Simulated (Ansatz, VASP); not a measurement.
## PtSe2: VASP beside Ansatz

File INCAR:

```
SYSTEM = PtSe2
PREC = Accurate ; ENCUT = 520
EDIFF = 1E-7 ; ISMEAR = 0
SIGMA = 0.05 ; LREAL = .FALSE.
LASPH = .TRUE. ; NELM = 80
ALGO = Normal ; ISIF = 2
LWAVE = .FALSE. ; LCHARG = .FALSE.
LDIPOL = .TRUE. ; IDIPOL = 3
DIPOL = 0.5 0.5 0.391 ; GGA = PE
IVDW = 12 ; NBANDS = 31
```

File KPOINTS:

```
regular mesh
0
G
  9 9 1
  0 0 0
```

POSCAR

```
PtSe2
1.0
    3.7070358307      0.0000000000      0.0000000000
   -1.8535179153      3.2103872021      0.0000000000
    0.0000000000      0.0000000000     22.7981611688
Se Pt
4 2
Direct
    0.6666666667      0.3333333333      0.1973843402
    0.3333333333      0.6666666667      0.3135814565
    1.0000000000      1.0000000000      0.4675412418
    0.6666666667      1.3333333333      0.5837383581
    0.0000000000      0.0000000000      0.2554828983
    0.3333333333      0.6666666667      0.5256398000
```

Input for Ansatz:

```yaml
crystal:
  lattice:
    - [3.7070358307, 0.0, 0.0]
    - [-1.8535179153, 3.2103872021, 0.0]
    - [0.0, 0.0, 22.7981611688]
  atoms:
    - { symbol: Se, position: [0.6666666667, 0.3333333333, 0.1973843402] }
    - { symbol: Pt, position: [0.0, 0.0, 0.2554828983] }
    - { symbol: Se, position: [0.3333333333, 0.6666666667, 0.3135814565] }
    - { symbol: Se, position: [1.0, 1.0, 0.4675412418] }
    - { symbol: Pt, position: [0.3333333333, 0.6666666667, 0.5256398] }
    - { symbol: Se, position: [0.6666666667, 1.3333333333, 0.5837383581] }
basis:
  ecutwfc: 420
kpoints:
  mp_grid: { grid: [9, 9, 1] }
hamiltonian:
  xc: pbe
  pseudopotentials: { kind: paw, azcp: { folder: soft_1 } }
  dispersion: d3bj
scf:
  occupations: { method: gaussian, width: 0.05 }
output:
  forces: true
  eigenvalues: true
efield:
  axis: 3
  dipole_correction: true
  ramp_width: 0.04
```

Alike in both runs: task single point; functional PBE; dispersion D3(BJ); k mesh 9 × 9 × 1; occupations gaussian, width 0.05 eV; no spin polarisation.

|  | VASP | Ansatz |
| --- | --- | --- |
| version | VASP 6.6.1 | Ansatz 0.2.0 |
| potentials or method | VASP PAW PBE potentials, release 64 (Se, Pt), cutoff 520 eV | scalar-relativistic, plane waves, PAW |
| valence electrons in the cell | 44 | 100 |

VASP gave:

* gap on the k mesh at the Fermi level (eV): 1.04
* least direct gap on the mesh (eV): 1.25
* rms of the force components (eV/Å): 0.035

Q: What did Ansatz give for the same quantities?

A: gap on the k mesh at the Fermi level (eV): 1.04; least direct gap on the mesh (eV): 1.26; rms of the force components (eV/Å): 0.035.

VASP's potentials hold 44 valence electrons a cell and Ansatz's 100, so a difference there can come from the potentials and not from the codes.

Neither program's run includes spin-orbit coupling.
